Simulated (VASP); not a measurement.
# Au (Fm-3m) in VASP: notebook

The runs below take Au through relaxation of cell and atoms, with PBEsol.

All numbers are computed with VASP 6.6.1; they aren't measurements. Logs are shortened: lines on timing, memory, paths and dates and some standing lists are left out, and cuts for length are marked.

### 1 The cell of the first run

It takes space group Fm-3m (No. 225, cubic). Conventional cell: a = 4.070 Å, b = 4.070 Å, c = 4.070 Å, α = 90.00°, β = 90.00°, γ = 90.00°. Within 3.8 Å of Au (site symmetry m-3m) lie 12 Au at 2.88 Å.

### 2 Relaxation of cell and atoms, PBEsol, target pressure 5 GPa, at which the enthalpy is minimised

Contents of INCAR:

```
PREC = Accurate ; ENCUT = 600
EDIFF = 1E-7 ; ISMEAR = -1
SIGMA = 0.05 ; LREAL = False
LASPH = True ; NELM = 60
ALGO = Fast ; ISIF = 3
LWAVE = False ; LCHARG = False
GGA = PS ; IBRION = 2
NSW = 60 ; EDIFFG = -0.01
PSTRESS = 50.0
```

Contents of KPOINTS:

```
Automatic mesh
0
Gamma
  11 11 11
```

Contents of POSCAR:

```
Au
1.0
    0.0000000000      2.0350000000      2.0350000000
    2.0350000000      0.0000000000      2.0350000000
    2.0350000000      2.0350000000      0.0000000000
Au
1
Direct
    0.0000000000      0.0000000000      0.0000000000
```

Potentials or basis: VASP PAW PBE potentials, release 64 (Au).

The run is started by

```console
$ cat potpaw_PBE.64/Au/POTCAR > POTCAR
$ mpirun -np 1 vasp_std > vasp.out
```

OUTCAR:

```text
PREC = Accurate
   ENCUT = 600
   EDIFF = 1E-7
   ISMEAR = -1
   LREAL = False
   LASPH = True
   NELM = 60
   ISIF = 3
   GGA = PS
   IBRION = 2
   NSW = 60
   EDIFFG = -0.01
   PSTRESS = 50.0

 ion  position               nearest neighbor table
   1  0.000  0.000  0.000-

  LATTYP: Found a face centered cubic cell.
 ALAT       =     4.0700000000

  Lattice vectors:

 A1 = (   0.0000000000,   2.0350000000,   2.0350000000)
 A2 = (   2.0350000000,   0.0000000000,   2.0350000000)
 A3 = (   2.0350000000,   2.0350000000,   0.0000000000)

Analysis of symmetry for initial positions (statically):
=====================================================================
 Subroutine PRICEL returns:
 Original cell was already a primitive cell.

 Routine SETGRP: Setting up the symmetry group for a
 face centered cubic supercell.

 Subroutine GETGRP returns: Found 48 space group operations
[... 9 lines left out ...]

 Routine SETGRP: Setting up the symmetry group for a
 face centered cubic supercell.

 Subroutine GETGRP returns: Found 48 space group operations
[... 11 lines left out ...]
                                     Primitive cell

  volume of cell :      16.8548

  direct lattice vectors                    reciprocal lattice vectors
     0.000000000  2.035000000  2.035000000    -0.245700246  0.245700246  0.245700246
     2.035000000  0.000000000  2.035000000     0.245700246 -0.245700246  0.245700246
     2.035000000  2.035000000  0.000000000     0.245700246  0.245700246 -0.245700246

  length of vectors
     2.877924599  2.877924599  2.877924599     0.425565309  0.425565309  0.425565309

  position of ions in fractional coordinates (direct lattice)
     0.000000000  0.000000000  0.000000000

  ion indices of the primitive-cell ions
   primitive index   ion index
                 1           1

----------------------------------------------------------------------------------------

 KPOINTS: Automatic mesh

Automatic generation of k-mesh.
 Grid dimensions read from file:
 generate k-points for:   11   11   11

 Generating k-lattice:

  Cartesian coordinates                     Fractional coordinates (reciprocal lattice)
    -0.022336386  0.022336386  0.022336386     0.090909091  0.000000000  0.000000000
     0.022336386 -0.022336386  0.022336386     0.000000000  0.090909091  0.000000000
     0.022336386  0.022336386 -0.022336386     0.000000000  0.000000000  0.090909091

  Length of vectors
     0.038687755  0.038687755  0.038687755

  Shift w.r.t. Gamma in fractional coordinates (k-lattice)
     0.000000000  0.000000000  0.000000000

 Subroutine IBZKPT returns following result:
 ===========================================

 Found     56 irreducible k-points:

 Following reciprocal coordinates:
            Coordinates               Weight
  0.000000  0.000000  0.000000      1.000000
  0.090909  0.000000  0.000000      8.000000
  0.181818  0.000000  0.000000      8.000000
  0.272727  0.000000  0.000000      8.000000
  0.363636  0.000000  0.000000      8.000000
  0.454545  0.000000  0.000000      8.000000
[... 16 lines left out ...]
 -0.272727  0.181818  0.000000     24.000000
 -0.181818  0.181818  0.000000     12.000000
 [... further k-points ...]
   k-points           NKPTS =     56   k-points in BZ     NKDIM =     56   number of bands    NBANDS=      9
   number of dos      NEDOS =    301   number of ions     NIONS =      1
   total plane-waves  NPLWV =  13824
   dimension x,y,z NGX =    24 NGY =   24 NGZ =   24
   dimension x,y,z NGXF=    48 NGYF=   48 NGZF=   48
   ions per type =               1
   NGX,Y,Z   is equivalent  to a cutoff of  13.86, 13.86, 13.86 a.u.
   NGXF,Y,Z  is equivalent  to a cutoff of  27.73, 27.73, 27.73 a.u.
 SYSTEM =  unknown system
   PREC   = accura    normal or accurate (medium, high low for compatibility)
   ISTART =      0    job   : 0-new  1-cont  2-samecut
   ICHARG =      2    charge: 1-file 2-atom 10-const
   ISPIN  =      1    spin polarized calculation?
   LNONCOLLINEAR =      F non collinear calculations
   LSORBIT =      F    spin-orbit coupling
   LASPH  =      T    aspherical Exc in radial PAW
   ENCUT  =  600.0 eV  44.10 Ry    6.64 a.u.   5.75  5.75  5.75*2*pi/ulx,y,z
   NELM   =     60;   NELMIN=  2; NELMDL= -5     # of ELM steps
   EDIFF  = 0.1E-06   stopping-criterion for ELM
   LREAL  =      F    real-space projection
   EDIFFG = -.1E-01   stopping-criterion for IOM
   NSW    =     60    number of steps for IOM
   IBRION =      2    ionic relax: 0-MD 1-quasi-New 2-CG
   NFREE  =      1    steps in history (QN), initial steepest desc. (CG)
   ISIF   =      3    stress and relaxation
   ISYM   =      2    0-nonsym 1-usesym 2-fastsym
   POTIM  = 0.5000    time-step for ionic-motion
   TEBEG  =    0.0;   TEEND  =   0.0 temperature during run
   PSTRESS=   50.0 pullay stress
   NELECT =      11.0000    total number of electrons
   NUPDOWN=      -1.0000    fix difference up-down
   EMIN   =  10.00;   EMAX   =-10.00  energy-range for DOS
   EFERMI =   0.00;   METHOD = LEGACY
   ISMEAR =    -1;   SIGMA  =   0.05  broadening in eV -4-tet -1-fermi 0-gaus
   EFERMI_NEDOS =   21; number of points for ismear=-14 and -15
   IALGO  =     68    algorithm
   IMIX   =      4    mixing-type and parameters
     AMIX     =   0.40;   BMIX     =  1.00
     AMIX_MAG =   1.60;   BMIX_MAG =  1.00
  volume/ion in A,a.u.               =      16.85       113.74
  Fermi-wavevector in a.u.,A,eV,Ry     =   1.420032  2.683470 27.436005  2.016489
  Thomas-Fermi vector in A             =   2.540990
   LORBIT       =      0    0 simple, 1 ext, 2 COOP (PROOUT), +10 PAW based schemes
   GGA     = PS    functional components
   LHFCALC =     F    Hartree Fock is set to
   AEXX    =    0.0000 exact exchange contribution
   IVDW    =     0    specifies the selected vdW correction
   LEPSILON=     F    determine dielectric tensor
   LRPA    =     F    only Hartree local field effects (RPA)
 conjugate gradient relaxation of ions
 non-spin polarized calculation
 RMM-DIIS sequential band-by-band and
  energy-cutoff  :      600.00
  volume of cell :       16.85
 maximum number of plane-waves:       572
   NGX = 11   NGY = 11   NGZ = 11

--------------------------------------- Ionic step        1  -------------------------------------------

 number of electron      10.9999999 magnetization

 Free energy of the ion-electron system (eV)
  ---------------------------------------------------
  ext. energy  EPLUGINS =         0.00000000
  ---------------------------------------------------
  free energy    TOTEN  =        -3.93228453 eV

  energy without entropy =       -3.93082021  energy(sigma->0) =       -3.93155237

------------------------ aborting loop because EDIFF is reached ----------------------------------------

  FORCE on cell =-STRESS in cart. coord.  units (eV):
  Direction    XX          YY          ZZ          XY          YZ          ZX
  --------------------------------------------------------------------------------------
  -------------------------------------------------------------------------------------
  Total        0.1565865      0.1565865      0.1565865     -0.0000000      0.0000000     -0.0000000
  in kB       14.8847501     14.8847501     14.8847501     -0.0000000      0.0000000     -0.0000000
  external PRESSURE =     -35.1152499 kB  Pullay stress =      50.0000000 kB

 VOLUME and BASIS-vectors are now :
 -----------------------------------------------------------------------------
  energy-cutoff  :      600.00
  volume of cell :       16.85
      direct lattice vectors                 reciprocal lattice vectors
     0.000000000  2.035000000  2.035000000    -0.245700246  0.245700246  0.245700246
     2.035000000  0.000000000  2.035000000     0.245700246 -0.245700246  0.245700246
     2.035000000  2.035000000  0.000000000     0.245700246  0.245700246 -0.245700246

 POSITION                                       TOTAL-FORCE (eV/Angst)
 -----------------------------------------------------------------------------------
      0.00000      0.00000      0.00000         0.000000      0.000000      0.000000
 -----------------------------------------------------------------------------------
    total drift:                                0.000000     -0.000000     -0.000000

  FREE ENERGIE OF THE ION-ELECTRON SYSTEM (eV)
  ---------------------------------------------------
  free  energy   TOTEN  =        -3.9322845317 eV

  energy  without entropy=       -3.9308202067  energy(sigma->0) =       -3.93155237

  enthalpy is  TOTEN    =        -3.4062882692 eV   P V=        0.5259962625

--------------------------------------- Ionic step        2  -------------------------------------------

 number of electron      11.0000002 magnetization

 E-fermi :  10.3652     XC(G=0): -13.2719

 val. band max:       10.2827691896   @ k =   0.4545   0.2727   0.0000
 cond. band min:      10.4242496685   @ k =  -0.4545   0.0909   0.0000
 fundamental gap:      0.1414804789
 Fermi energy:        10.3651733152

 k-point     1 :       0.0000    0.0000    0.0000
  band No.  band energies     occupation
      1      -0.2292      2.00000
      2       5.3581      2.00000
      3       5.3581      2.00000
      4       5.3581      2.00000
      5       7.0714      2.00000
      6       7.0714      2.00000
      7      24.7958      0.00000
      8      29.1639      0.00000
      9      29.1639      0.00000

 k-point     2 :       0.0909    0.0000    0.0000
  band No.  band energies     occupation
      1       0.0744      2.00000
      2       5.2543      2.00000
      3       5.4637      2.00000
      4       5.4637      2.00000
      5       7.0242      2.00000
      6       7.0242      2.00000
      7      25.1738      0.00000
      8      27.5369      0.00000
      9      29.5597      0.00000

 k-point     3 :       0.1818    0.0000    0.0000
  band No.  band energies     occupation
      1       0.9052      2.00000
      2       5.0806      2.00000
      3       5.6545      2.00000
      4       5.6545      2.00000
      5       7.0232      2.00000
      6       7.0232      2.00000
      7      24.4613      0.00000
      8      26.0674      0.00000
      9      30.5708      0.00000
[... 265 lines left out ...]
 VOLUME and BASIS-vectors are now :
 -----------------------------------------------------------------------------
  energy-cutoff  :      600.00
  volume of cell :       15.97
      direct lattice vectors                 reciprocal lattice vectors
    -0.000000000  1.998733635  1.998733635    -0.250158396  0.250158396  0.250158396
     1.998733635  0.000000000  1.998733635     0.250158396 -0.250158396  0.250158396
     1.998733635  1.998733635 -0.000000000     0.250158396  0.250158396 -0.250158396

 POSITION                                       TOTAL-FORCE (eV/Angst)
 -----------------------------------------------------------------------------------
      0.00000      0.00000      0.00000         0.000000      0.000000     -0.000000
 -----------------------------------------------------------------------------------
    total drift:                               -0.000000      0.000000      0.000000

  FREE ENERGIE OF THE ION-ELECTRON SYSTEM (eV)
  ---------------------------------------------------
  free  energy   TOTEN  =        -3.8940007300 eV

  energy  without entropy=       -3.8917127273  energy(sigma->0) =       -3.89285673

  enthalpy is  TOTEN    =        -3.3956281032 eV   P V=        0.4983726268

--------------------------------------- Ionic step        3  -------------------------------------------

 number of electron      10.9999999 magnetization

 Free energy of the ion-electron system (eV)
  ---------------------------------------------------
  ext. energy  EPLUGINS =         0.00000000
  ---------------------------------------------------
  free energy    TOTEN  =        -3.92633782 eV

  energy without entropy =       -3.92462230  energy(sigma->0) =       -3.92548006

 E-fermi :   9.7570     XC(G=0): -13.0563

 val. band max:        9.6358647787   @ k =   0.4545   0.2727   0.0000
 cond. band min:       9.8414647389   @ k =  -0.4545   0.0909   0.0000
 fundamental gap:      0.2055999602
 Fermi energy:         9.7570003818

 k-point     1 :       0.0000    0.0000    0.0000
  band No.  band energies     occupation
      1      -0.4626      2.00000
      2       4.9330      2.00000
      3       4.9330      2.00000
      4       4.9330      2.00000
      5       6.5416      2.00000
      6       6.5416      2.00000
      7      24.2288      0.00000
      8      28.3880      0.00000
      9      28.3880      0.00000

 k-point     2 :       0.0909    0.0000    0.0000
  band No.  band energies     occupation
      1      -0.1690      2.00000
      2       4.8366      2.00000
      3       5.0327      2.00000
      4       5.0327      2.00000
      5       6.4983      2.00000
      6       6.4983      2.00000
      7      24.5725      0.00000
      8      26.7596      0.00000
      9      28.7513      0.00000

 k-point     3 :       0.1818    0.0000    0.0000
  band No.  band energies     occupation
      1       0.6369      2.00000
      2       4.6766      2.00000
      3       5.2132      2.00000
      4       5.2132      2.00000
      5       6.4996      2.00000
      6       6.4996      2.00000
      7      23.6174      0.00000
      8      25.4299      0.00000
      9      29.6530      0.00000
[... 265 lines left out ...]
 VOLUME and BASIS-vectors are now :
 -----------------------------------------------------------------------------
  energy-cutoff  :      600.00
  volume of cell :       16.55
      direct lattice vectors                 reciprocal lattice vectors
    -0.000000000  2.022861883  2.022861883    -0.247174562  0.247174562  0.247174562
     2.022861883  0.000000000  2.022861883     0.247174562 -0.247174562  0.247174562
     2.022861883  2.022861883 -0.000000000     0.247174562  0.247174562 -0.247174562

 POSITION                                       TOTAL-FORCE (eV/Angst)
 -----------------------------------------------------------------------------------
      0.00000      0.00000      0.00000        -0.000000     -0.000000     -0.000000
 -----------------------------------------------------------------------------------
    total drift:                               -0.000000      0.000000      0.000000

  FREE ENERGIE OF THE ION-ELECTRON SYSTEM (eV)
  ---------------------------------------------------
  free  energy   TOTEN  =        -3.9263378156 eV

  energy  without entropy=       -3.9246222951  energy(sigma->0) =       -3.92548006

  enthalpy is  TOTEN    =        -3.4096977167 eV   P V=        0.5166400990

 reached required accuracy - stopping structural energy minimisation
```

Wall time 31 s (1 thread of Intel Xeon Platinum 8375C at 2.90GHz (Ice Lake), shared host); peak memory 0.15 GiB.

What came out:

| Item | Value |
| --- | --- |
| Free energy | -3.9263 eV |
| Relaxed volume | 16.55 Å³/atom |
| Relaxed cell | a = 2.861 Å, b = 2.861 Å, c = 2.861 Å, α = 60.00°, β = 60.00°, γ = 60.00° |
| Space group after relaxing (to 0.05 Å) | Fm-3m (No. 225) |
| Energy change on relaxing (the enthalpy is what falls) | +5.9 meV/atom |
| Ionic steps | 3 |
| Pressure after relaxing | 4.9 GPa |

The path:
```csv
step,energy change (eV),largest force (eV/Å),pressure (GPa),volume (Å³)
1,0.0000,0.0000,1.49,16.85
2,0.0383,0.0000,13.05,15.97
3,0.0059,0.0000,4.95,16.55
```

Final structure:
```
Au
1.0
     0.00000    2.02286    2.02286
     2.02286    0.00000    2.02286
     2.02286    2.02286    0.00000
Au
1
Direct
  0.00000 0.00000 0.00000
```

Caveat: the cell is relaxed towards a set pressure, so the enthalpy falls and the energy may rise; the PAW data sets were made with another functional, which shifts forces and pressure a little; spin-orbit coupling is left out, which moves the levels of the heavy elements.

### 3 Relaxation of cell and atoms, PBEsol, target pressure 10 GPa, at which the enthalpy is minimised

Contents of INCAR:

```
ALGO = Fast
EDIFF = 1E-6
EDIFFG = -0.01
ENCUT = 600
GGA = PS
IBRION = 2
ISIF = 3
ISMEAR = -1
LASPH = True
LCHARG = False
LREAL = False
LWAVE = False
NELM = 80
NSW = 60
PREC = Accurate
PSTRESS = 100.0
SIGMA = 0.05
```

Contents of KPOINTS:

```
k-points
0
Gamma
  11 11 11
```

POSCAR is that of step 2.

Potentials or basis: VASP PAW PBE potentials, release 64 (Au).

The run is started by

```console
$ cat potpaw_PBE.64/Au/POTCAR > POTCAR
$ mpirun -np 1 vasp_std > vasp.out
```

Run time: 30 s. Hardware: 1 thread of Intel Xeon Platinum 8375C at 2.90GHz (Ice Lake), shared host; peak memory 0.16 GiB.

Results (log left out):

| Property | Result |
| --- | --- |
| Free energy | -3.9088 eV |
| Relaxed volume | 16.18 Å³/atom |
| Relaxed cell | a = 2.839 Å, b = 2.839 Å, c = 2.839 Å, α = 60.00°, β = 60.00°, γ = 60.00° |
| Space group after relaxing (to 0.05 Å) | Fm-3m (No. 225) |
| Energy change on relaxing (the enthalpy is what falls) | +23.5 meV/atom |
| Ionic steps | 4 |
| Pressure after relaxing | 10.0 GPa |

Step by step:
| step | energy change (eV) | largest force (eV/Å) | pressure (GPa) | volume (Å³) |
| --- | --- | --- | --- | --- |
| 1 | 0.0000 | 0.0000 | 1.55 | 16.85 |
| 2 | 0.2158 | 0.0000 | 36.45 | 14.78 |
| 3 | 0.0222 | 0.0000 | 9.65 | 16.20 |
| 4 | 0.0235 | 0.0000 | 10.01 | 16.18 |

Final structure:
```
Au
1.0
     0.00000    2.00727    2.00727
     2.00727    0.00000    2.00727
     2.00727    2.00727    0.00000
Au
1
Direct
  0.00000 0.00000 0.00000
```

Levels at points of the mesh, in eV from the Fermi level:
| k point | band 3 | band 4 | band 5 | band 6 | band 7 | band 8 | band 9 |
| --- | --- | --- | --- | --- | --- | --- | --- |
| (0.00, 0.00, 0.00) | -4.94 | -4.94 | -3.26 | -3.26 | 14.45 | 18.74 | 18.74 |

Caveat: the cell is relaxed towards a set pressure, so the enthalpy falls and the energy may rise; the PAW data sets were made with another functional, which shifts forces and pressure a little; spin-orbit coupling is left out, which moves the levels of the heavy elements.

### 4 Relaxation of cell and atoms, PBEsol, target pressure 30 GPa, at which the enthalpy is minimised

Changes to INCAR since step 3:

```diff
@@ -12,6 +12,6 @@
 LWAVE = False
-NELM = 80
+NELM = 60
 NSW = 60
 PREC = Accurate
-PSTRESS = 100.0
+PSTRESS = 300.0
 SIGMA = 0.05
```

KPOINTS is that of step 3.

POSCAR is that of step 3.

The run is started by

```console
$ cat potpaw_PBE.64/Au/POTCAR > POTCAR
$ mpirun -np 1 vasp_std > vasp.out
```

Run time: 29 s. Hardware: 1 thread of Intel Xeon Platinum 8375C at 2.90GHz (Ice Lake), shared host; peak memory 0.16 GiB.

The run converged. Its results:

- Free energy: -3.7735 eV
- Relaxed volume: 15.05 Å³/atom
- Relaxed cell: a = 2.771 Å, b = 2.771 Å, c = 2.771 Å, α = 60.00°, β = 60.00°, γ = 60.00°
- Space group after relaxing (to 0.05 Å): Fm-3m (No. 225)
- Energy change on relaxing (the enthalpy is what falls): +158.8 meV/atom
- Ionic steps: 5
- Pressure after relaxing: 30.1 GPa

The path:
| step | energy change (eV) | largest force (eV/Å) | pressure (GPa) | volume (Å³) |
| --- | --- | --- | --- | --- |
| 1 | 0.0000 | 0.0000 | 1.55 | 16.85 |
| 2 | 3.8144 | 0.0000 | 314.62 | 10.56 |
| 3 | 0.1206 | 0.0000 | 25.46 | 15.27 |
| 4 | 0.1405 | 0.0000 | 27.88 | 15.15 |
| 5 | 0.1588 | 0.0000 | 30.06 | 15.05 |

Final structure:
```
Au
1.0
     0.00000    1.95973    1.95973
     1.95973    0.00000    1.95973
     1.95973    1.95973    0.00000
Au
1
Direct
  0.00000 0.00000 0.00000
```

Levels at points of the mesh, in eV from the Fermi level:
| k point | band 4 | band 5 | band 6 | band 7 | band 8 | band 9 |
| --- | --- | --- | --- | --- | --- | --- |
| (0.00, 0.00, 0.00) | -5.34 | -3.44 | -3.44 | 14.32 | 19.04 | 19.04 |

Caveat: the cell is relaxed towards a set pressure, so the enthalpy falls and the energy may rise; the PAW data sets were made with another functional, which shifts forces and pressure a little; spin-orbit coupling is left out, which moves the levels of the heavy elements.

### 5 Overview

| cell | gap on the mesh (eV) | pressure (GPa) |
| --- | --- | --- |
| relaxed to 5 GPa | none | 4.9 |
| relaxed to 10 GPa | none | 10.0 |
| relaxed to 30 GPa | none | 30.1 |

Alike in all rows: task relaxation of cell and atoms; level PBEsol; potentials or basis VASP PAW PBE potentials, release 64 (Au); no spin polarisation; k mesh 11 × 11 × 11; cutoff (eV) 600; smearing fermi-dirac 0.05 eV.

Caveats: the cell is relaxed towards a set pressure, so the enthalpy falls and the energy may rise; the PAW data sets were made with another functional, which shifts forces and pressure a little; spin-orbit coupling is left out, which moves the levels of the heavy elements.

Total energies depend on the potentials used, so only differences within one code and one set of settings carry meaning.
